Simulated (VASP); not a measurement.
Here is a VASP 6.6.1 calculation.

File POSCAR:

```
YZn2Ga3B6N10O2
1.0
    4.5037180524      2.6189216915     -0.0608279111
   -0.2889567406      5.6245455271      5.0396696591
    4.4458141170     -2.6324147111      4.5798188079
B N O Zn Ga Y
6 10 2 2 3 1
Direct
    0.2719624484      0.0225243029      0.7554090561
    0.1214438110      0.5585177718      0.4837050725
    0.0985142661      0.3172967608      0.2314469485
    0.0602508525      0.8818836124      0.6139139759
    0.6481633737      0.7135086658      0.8089099023
    0.3815939113      0.0836901919      0.4067092056
    0.9504057241      0.7108832695      0.6567990448
    0.5660918782      0.5376138915      0.8747035812
    0.2911551214      0.9063991260      0.4207397925
    0.4120175352      0.1975600166      0.2068520317
    0.9678557879      0.4705574689      0.4124770162
    0.8762495120      0.7981338570      0.1474932918
    0.9767769172      0.0240345657      0.7645939979
    0.4264704475      0.5192549271      0.3942212999
    0.4207933853      0.8933528791      0.8899769706
    0.4105857629      0.1274544292      0.5871952295
    1.0476947767      0.4027660444      0.0336472080
    0.9107404266      0.1965372803      0.2877310888
    0.1210791070      0.9238921288      0.1942123563
    0.6531004713      0.9972656064      1.0041140196
    0.6414354602      0.6838983284      0.3595709728
    0.1555059656      0.6216960734      0.9628026807
    0.6359651874      0.3721677677      0.1480343001
    0.6780524609      0.2980852549      0.6244353178
```

INCAR.step1

```
SYSTEM = YZn2Ga3B6N10O2
ALGO     = Normal         ! electronic algorithm
EDIFF    = 1E-4           ! SCF threshold, eV
ENCUT    = 520            ! plane-wave cutoff, eV
GGA      = PE             ! functional
ISMEAR   = 0              ! smearing method
ISYM     = 0            
LASPH    = .TRUE.         ! aspherical terms in the spheres
LCHARG   = .FALSE.        ! write CHGCAR
LREAL    = Auto         
LWAVE    = .TRUE.         ! write WAVECAR
NBANDS   = 95             ! bands
NELM     = 60             ! most SCF steps
PREC     = Accurate       ! precision mode
SIGMA    = 0.1            ! smearing width, eV
```

File INCAR.step2:

```
SYSTEM = YZn2Ga3B6N10O2
ALGO     = Normal         ! electronic algorithm
EDIFF    = 1E-6           ! SCF threshold, eV
ENCUT    = 520            ! plane-wave cutoff, eV
ISIF     = 2              ! what is computed and relaxed
ISMEAR   = 0              ! smearing method
ISTART   = 1            
ISYM     = 0            
LASPH    = .TRUE.         ! aspherical terms in the spheres
LCHARG   = .FALSE.        ! write CHGCAR
LMIXTAU  = .TRUE.       
LREAL    = Auto         
LWAVE    = .FALSE.        ! write WAVECAR
METAGGA  = R2SCAN         ! meta-GGA
NBANDS   = 95             ! bands
NELM     = 60             ! most SCF steps
PREC     = Accurate       ! precision mode
SIGMA    = 0.1            ! smearing width, eV
```

Contents of KPOINTS:

```
Automatic mesh
0
Gamma
  2 2 2
  0.5 0.5 0.5
```

Potentials or basis: VASP PAW PBE potentials, release 64 (B, N, O, Zn, Ga_d, Y_sv).

Run with:

```sh
$ cat potpaw_PBE.64/B/POTCAR potpaw_PBE.64/N/POTCAR potpaw_PBE.64/O/POTCAR potpaw_PBE.64/Zn/POTCAR potpaw_PBE.64/Ga_d/POTCAR potpaw_PBE.64/Y_sv/POTCAR > POTCAR
$ cp INCAR.step1 INCAR
$ mpirun -np 1 vasp_std > vasp.out
$ cp INCAR.step2 INCAR
$ mpirun -np 1 vasp_std > vasp.out
```

**Question.** Estimate the pressure.

**Answer.** 0.9 GPa.

**Question.** Predict the largest force.

**Answer.** 0.132 eV/Å.

**Question.** What does it give for the band gap on the k mesh?

**Answer.** 2.78 eV, direct.

Forces on the atoms (eV/Å):
```
B    0.010  0.011  0.013
B    0.004  0.006  0.000
B    0.116  0.057  0.027
B   -0.026 -0.009 -0.011
B   -0.023  0.012 -0.021
B    0.017  0.041 -0.030
N    0.023 -0.017  0.008
N    0.066  0.006 -0.053
N   -0.010 -0.020  0.029
N   -0.029 -0.048  0.014
N    0.026 -0.022 -0.019
N   -0.009 -0.007  0.041
N   -0.024  0.037  0.033
N   -0.003 -0.071  0.043
N    0.010 -0.007  0.026
N    0.039  0.016  0.037
O   -0.058 -0.019 -0.092
O    0.002 -0.089 -0.047
Zn  -0.014  0.001 -0.005
Zn  -0.028  0.033  0.019
Ga   0.011 -0.006  0.025
Ga  -0.038  0.086 -0.038
Ga  -0.051  0.042 -0.046
Y   -0.011 -0.032  0.045
```

Caveat: the k points lie up to 0.68 Å⁻¹ apart; the PAW data sets were made with another functional, which shifts forces and pressure a little. A k mesh can miss the band edges.
